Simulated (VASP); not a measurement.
# MoS2 (P1) in VASP: single point with PBE

Aim: the single point of MoS2 with PBE.

Program: VASP 6.6.1. These are calculated values, not measurements. Logs are shortened: lines on timing, memory, paths and dates and some standing lists are left out, and cuts for length are marked.

### 1 The cell of the first run

The typed cell holds 3 atoms: a = 7.661 Å, b = 7.664 Å, c = 7.662 Å, α = 23.99°, β = 23.99°, γ = 23.99°.

### 2 Single point, PBE

Input file INCAR:

```
SYSTEM = MoS2
PREC = Accurate
ENCUT = 520
EDIFF = 1E-6
ISMEAR = 0
SIGMA = 0.02
LREAL = .False.
LASPH = .True.
NELM = 80
ALGO = Normal
ISIF = 2
LWAVE = .False.
LCHARG = .True.
GGA = PE
LELF = .True.
LVHAR = .True.
NBANDS = 20
ISYM = 0
```

Input file KPOINTS:

```
Automatic mesh
0
Gamma
  12 12 12
  0 0 0
```

Input file POSCAR:

```
MoS2
1.0
    1.5887958010      0.9192323353      7.4374620536
   -1.5962792849      0.9192288684      7.4390647384
   -0.0037447444     -1.8391336178      7.4383465157
Mo S
1 2
Direct
    1.0001473558      1.0004729900      0.9989733120
    0.4040164871      0.4033530937      0.4022976812
    0.2629455532      0.2642598277      0.2623179797
```

Potentials or basis: VASP PAW PBE potentials, release 64 (Mo_sv, S).

On the command line:

```sh
cat potpaw_PBE.64/Mo_sv/POTCAR potpaw_PBE.64/S/POTCAR > POTCAR
mpirun -np 1 vasp_std > vasp.out
```

OUTCAR:

```text
SYSTEM = MoS2
   PREC = Accurate
   ENCUT = 520
   EDIFF = 1E-6
   ISMEAR = 0
   LREAL = .False.
   LASPH = .True.
   NELM = 80
   ISIF = 2
   GGA = PE
   ISYM = 0

 ion  position               nearest neighbor table
   1  0.000  0.000  0.999-   3 2.41   3 2.41   3 2.41   2 2.41   2 2.41   2 2.41
   2  0.404  0.403  0.402-   1 2.41   1 2.41   1 2.41
   3  0.263  0.264  0.262-   1 2.41   1 2.41   1 2.41

IMPORTANT INFORMATION: All symmetrisations will be switched off!
NOSYMM: (Re-)initialisation of all symmetry stuff for point group C_1.

----------------------------------------------------------------------------------------

                                     Primitive cell

  volume of cell :      65.3498

  direct lattice vectors                    reciprocal lattice vectors
     1.588795801  0.919232335  7.437462054     0.313986775  0.181267866  0.044976612
    -1.596279285  0.919228868  7.439064738    -0.313942066  0.181268540  0.044660656
    -0.003744744 -1.839133618  7.438346516     0.000022938 -0.362532355  0.044802248

  length of vectors
     7.660620209  7.663731040  7.662338114     0.365333587  0.365256729  0.365290227

  position of ions in fractional coordinates (direct lattice)
     0.000147356  0.000472990  0.998973312
     0.404016487  0.403353094  0.402297681
     0.262945553  0.264259828  0.262317980

  ion indices of the primitive-cell ions
   primitive index   ion index
                 1           1
                 2           2
                 3           3

----------------------------------------------------------------------------------------

 KPOINTS: Automatic mesh

Automatic generation of k-mesh.
 Grid dimensions read from file:
 generate k-points for:   12   12   12

 Generating k-lattice:

  Cartesian coordinates                     Fractional coordinates (reciprocal lattice)
     0.026165565  0.015105655  0.003748051     0.083333333 -0.000000000 -0.000000000
    -0.026161839  0.015105712  0.003721721     0.000000000  0.083333333 -0.000000000
     0.000001912 -0.030211030  0.003733521     0.000000000  0.000000000  0.083333333

  Length of vectors
     0.030444466  0.030438061  0.030440852

  Shift w.r.t. Gamma in fractional coordinates (k-lattice)
     0.000000000  0.000000000  0.000000000

 Subroutine IBZKPT returns following result:
 ===========================================

 Found    868 irreducible k-points:

 Following reciprocal coordinates:
            Coordinates               Weight
  0.000000  0.000000  0.000000      1.000000
  0.083333 -0.000000  0.000000      2.000000
  0.166667 -0.000000  0.000000      2.000000
  0.250000 -0.000000 -0.000000      2.000000
  0.333333 -0.000000 -0.000000      2.000000
  0.416667 -0.000000 -0.000000      2.000000
[... 16 lines left out ...]
  0.250000  0.166667 -0.000000      2.000000
  0.333333  0.166667  0.000000      2.000000
 [... further k-points ...]
   k-points           NKPTS =    868   k-points in BZ     NKDIM =    868   number of bands    NBANDS=     20
   number of dos      NEDOS =    301   number of ions     NIONS =      3
   total plane-waves  NPLWV = 216000
   dimension x,y,z NGX =    60 NGY =   60 NGZ =   60
   dimension x,y,z NGXF=   120 NGYF=  120 NGZF=  120
   ions per type =               1   2
   NGX,Y,Z   is equivalent  to a cutoff of  13.02, 13.02, 13.02 a.u.
   NGXF,Y,Z  is equivalent  to a cutoff of  26.04, 26.03, 26.04 a.u.
 SYSTEM =  MoS2
   PREC   = accura    normal or accurate (medium, high low for compatibility)
   ISTART =      0    job   : 0-new  1-cont  2-samecut
   ICHARG =      2    charge: 1-file 2-atom 10-const
   ISPIN  =      1    spin polarized calculation?
   LNONCOLLINEAR =      F non collinear calculations
   LSORBIT =      F    spin-orbit coupling
   LASPH  =      T    aspherical Exc in radial PAW
   ENCUT  =  520.0 eV  38.22 Ry    6.18 a.u.  14.24 14.25 14.25*2*pi/ulx,y,z
   NELM   =     80;   NELMIN=  2; NELMDL= -5     # of ELM steps
   EDIFF  = 0.1E-05   stopping-criterion for ELM
   LREAL  =      F    real-space projection
   EDIFFG = 0.1E-04   stopping-criterion for IOM
   NSW    =      0    number of steps for IOM
   IBRION =     -1    ionic relax: 0-MD 1-quasi-New 2-CG
   NFREE  =      0    steps in history (QN), initial steepest desc. (CG)
   ISIF   =      2    stress and relaxation
   ISYM   =      0    0-nonsym 1-usesym 2-fastsym
   POTIM  = 0.5000    time-step for ionic-motion
   TEBEG  =    0.0;   TEEND  =   0.0 temperature during run
   PSTRESS=    0.0 pullay stress
   NELECT =      26.0000    total number of electrons
   NUPDOWN=      -1.0000    fix difference up-down
   EMIN   =  10.00;   EMAX   =-10.00  energy-range for DOS
   EFERMI =   0.00;   METHOD = LEGACY
   ISMEAR =     0;   SIGMA  =   0.02  broadening in eV -4-tet -1-fermi 0-gaus
   EFERMI_NEDOS =   21; number of points for ismear=-14 and -15
   IALGO  =     38    algorithm
   IMIX   =      4    mixing-type and parameters
     AMIX     =   0.40;   BMIX     =  1.00
     AMIX_MAG =   1.60;   BMIX_MAG =  1.00
  volume/ion in A,a.u.               =      21.78       147.00
  Fermi-wavevector in a.u.,A,eV,Ry     =   1.204068  2.275359 19.725465  1.449781
  Thomas-Fermi vector in A             =   2.339804
   LORBIT       =      0    0 simple, 1 ext, 2 COOP (PROOUT), +10 PAW based schemes
   GGA     = PE    functional components
   LHFCALC =     F    Hartree Fock is set to
   AEXX    =    0.0000 exact exchange contribution
   IVDW    =     0    specifies the selected vdW correction
   LEPSILON=     F    determine dielectric tensor
   LRPA    =     F    only Hartree local field effects (RPA)
 non-spin polarized calculation
 Gauss-broadening in eV      SIGMA  =   0.02
  energy-cutoff  :      520.00
  volume of cell :       65.35
 maximum number of plane-waves:      1777
 NGX is ok and might be reduce to    60
   NGX = 29   NGY = 29   NGZ = 29

 number of electron      26.0000001 magnetization

 Free energy of the ion-electron system (eV)
  ---------------------------------------------------
  ext. energy  EPLUGINS =         0.00000000
  ---------------------------------------------------
  free energy    TOTEN  =       -21.85758687 eV

  energy without entropy =      -21.85758687  energy(sigma->0) =      -21.85758687

 E-fermi :   4.9850     XC(G=0):  -9.4075

 val. band max:        4.7328652820   @ k =   0.5000   0.5000   0.5000
 cond. band min:       6.1981611649   @ k =  -0.0000  -0.3333   0.3333
 fundamental gap:      1.4652958829
 Fermi energy:         4.9849566814

 k-point     1 :       0.0000    0.0000    0.0000
  band No.  band energies     occupation
      1     -56.3348      2.00000
      2     -30.4724      2.00000
      3     -30.2706      2.00000
      4     -30.2706      2.00000
      5      -9.5385      2.00000
      6      -8.2147      2.00000
[... 12 lines left out ...]
     19      11.4953      0.00000
     20      13.5653      0.00000

 k-point     2 :       0.0833   -0.0000    0.0000
  band No.  band energies     occupation
      1     -56.3323      2.00000
      2     -30.4675      2.00000
      3     -30.2959      2.00000
      4     -30.2764      2.00000
      5      -9.4363      2.00000
      6      -8.1735      2.00000
[... 12 lines left out ...]
     19      11.7641      0.00000
     20      14.0275      0.00000

 k-point     3 :       0.1667   -0.0000    0.0000
  band No.  band energies     occupation
      1     -56.3255      2.00000
      2     -30.4540      2.00000
      3     -30.3644      2.00000
      4     -30.2921      2.00000
      5      -9.1458      2.00000
      6      -8.0565      2.00000
[... 12 lines left out ...]
     19      12.6647      0.00000
     20      14.5040      0.00000

 k-point     4 :       0.2500   -0.0000   -0.0000
  band No.  band energies     occupation
      1     -56.3163      2.00000
      2     -30.4568      2.00000
      3     -30.4356      2.00000
      4     -30.3134      2.00000
      5      -8.7158      2.00000
      6      -7.8847      2.00000
[... 12 lines left out ...]
     19      13.3616      0.00000
     20      13.6941      0.00000

 k-point     5 :       0.3333   -0.0000   -0.0000
  band No.  band energies     occupation
      1     -56.3070      2.00000
      2     -30.5478      2.00000
      3     -30.4171      2.00000
      4     -30.3346      2.00000
      5      -8.2336      2.00000
      6      -7.6958      2.00000
[... 12 lines left out ...]
     19      12.3902      0.00000
     20      12.9598      0.00000

 k-point     6 :       0.4167   -0.0000   -0.0000
  band No.  band energies     occupation
      1     -56.3002      2.00000
      2     -30.6137      2.00000
      3     -30.4035      2.00000
      4     -30.3501      2.00000
      5      -7.8328      2.00000
      6      -7.5440      2.00000
[... 12 lines left out ...]
     19      12.1790      0.00000
     20      12.6511      0.00000

 k-point     7 :       0.5000   -0.0000   -0.0000
  band No.  band energies     occupation
      1     -56.2978      2.00000
      2     -30.6376      2.00000
      3     -30.3985      2.00000
      4     -30.3558      2.00000
      5      -7.6722      2.00000
      6      -7.4851      2.00000
[... 12 lines left out ...]
     19      12.3216      0.00000
     20      12.6078      0.00000
[... 277 lines left out ...]
 k-point    20 :       0.0000    0.1667   -0.0000
  band No.  band energies     occupation
      1     -56.3255      2.00000
      2     -30.4540      2.00000
      3     -30.3644      2.00000
      4     -30.2921      2.00000
      5      -9.1458      2.00000
      6      -8.0565      2.00000
[... 12 lines left out ...]
     19      12.6649      0.00000
     20      14.4988      0.00000

 k-point    21 :       0.0833    0.1667   -0.0000
  band No.  band energies     occupation
      1     -56.3277      2.00000
      2     -30.4583      2.00000
      3     -30.3415      2.00000
      4     -30.2884      2.00000
      5      -9.2391      2.00000
      6      -8.0956      2.00000
[... 12 lines left out ...]
     19      12.3575      0.00000
     20      14.6655      0.00000

 k-point    22 :       0.1667    0.1667    0.0000
  band No.  band energies     occupation
      1     -56.3255      2.00000
      2     -30.4540      2.00000
      3     -30.3644      2.00000
      4     -30.2921      2.00000
      5      -9.1442      2.00000
      6      -8.0591      2.00000
[... 12 lines left out ...]
     19      12.6503      0.00000
     20      14.4651      0.00000

 k-point    23 :       0.2500    0.1667   -0.0000
  band No.  band energies     occupation
      1     -56.3197      2.00000
      2     -30.4423      2.00000
      3     -30.4186      2.00000
      4     -30.3102      2.00000
      5      -8.8764      2.00000
      6      -7.9523      2.00000
[... 12 lines left out ...]
     19      13.3887      0.00000
     20      14.1715      0.00000

 k-point    24 :       0.3333    0.1667    0.0000
  band No.  band energies     occupation
      1     -56.3117      2.00000
      2     -30.4852      2.00000
      3     -30.4263      2.00000
      4     -30.3418      2.00000
      5      -8.4826      2.00000
      6      -7.7931      2.00000
[... 12 lines left out ...]
     19      13.5101      0.00000
     20      14.1301      0.00000

 [... further k-points ...]

------------------------ aborting loop because EDIFF is reached ----------------------------------------

  FORCE on cell =-STRESS in cart. coord.  units (eV):
  Direction    XX          YY          ZZ          XY          YZ          ZX
  --------------------------------------------------------------------------------------
  -------------------------------------------------------------------------------------
  Total       -0.0381836     -0.0383380     -0.0570143     -0.0000301      0.0000050     -0.0000036
  in kB       -0.9361438     -0.9399306     -1.3978159     -0.0007379      0.0001237     -0.0000885
  external PRESSURE =      -1.0912968 kB  Pullay stress =       0.0000000 kB

 VOLUME and BASIS-vectors are now :
 -----------------------------------------------------------------------------
  energy-cutoff  :      520.00
  volume of cell :       65.35
      direct lattice vectors                 reciprocal lattice vectors
     1.588795801  0.919232335  7.437462054     0.313986775  0.181267866  0.044976612
    -1.596279285  0.919228868  7.439064738    -0.313942066  0.181268540  0.044660656
    -0.003744744 -1.839133618  7.438346516     0.000022938 -0.362532355  0.044802248

 POSITION                                       TOTAL-FORCE (eV/Angst)
 -----------------------------------------------------------------------------------
     -0.00426     -1.83668      7.43532        -0.000004     -0.000022      0.000050
     -0.00347      0.00228      8.99786        -0.000032      0.000010     -0.010997
     -0.00505      0.00219      5.87271         0.000037      0.000012      0.010947
 -----------------------------------------------------------------------------------
    total drift:                                0.000002     -0.000008      0.000071

  FREE ENERGIE OF THE ION-ELECTRON SYSTEM (eV)
  ---------------------------------------------------
  free  energy   TOTEN  =       -21.8575868739 eV

  energy  without entropy=      -21.8575868739  energy(sigma->0) =      -21.85758687
```

It took 2.2 h on 1 thread of Oxide Virtual Turin-like, shared host; peak memory 1.2 GiB.

What came out:

* Free energy: -21.8576 eV
* Pressure: -0.1 GPa
* Largest force: 0.011 eV/Å
* Band gap on the k mesh: 1.47 eV (least direct gap 1.68 eV)

Forces on the atoms (eV/Å):
```
Mo   0.000  0.000  0.000
S    0.000  0.000 -0.011
S    0.000  0.000  0.011
```

Levels at points of the mesh, in eV from the valence-band top:
| k point | band 10 | band 11 | band 12 | band 13 | band 14 | band 15 | band 16 | band 17 |
| --- | --- | --- | --- | --- | --- | --- | --- | --- |
| (0.00, 0.00, 0.00) | -1.70 | -1.70 | -1.68 | -0.38 | 2.55 | 2.55 | 2.81 | 2.81 |
| (0.50, 0.00, 0.00) | -3.35 | -2.03 | -1.17 | -0.85 | 2.04 | 2.53 | 3.74 | 4.08 |
| (0.00, 0.50, 0.00) | -3.35 | -2.03 | -1.17 | -0.85 | 2.04 | 2.53 | 3.74 | 4.08 |
| (0.50, 0.50, 0.00) | -3.35 | -2.12 | -1.18 | -0.81 | 2.04 | 2.56 | 3.61 | 4.12 |
| (0.00, 0.00, 0.50) | -3.35 | -2.03 | -1.17 | -0.85 | 2.04 | 2.53 | 3.74 | 4.08 |
| (0.50, 0.00, 0.50) | -3.35 | -2.12 | -1.18 | -0.81 | 2.04 | 2.56 | 3.61 | 4.12 |
| (0.00, 0.50, 0.50) | -3.35 | -2.12 | -1.18 | -0.81 | 2.04 | 2.56 | 3.61 | 4.12 |
| (0.50, 0.50, 0.50) | -2.24 | -1.70 | -1.70 | 0.00 | 2.56 | 2.56 | 2.80 | 2.80 |
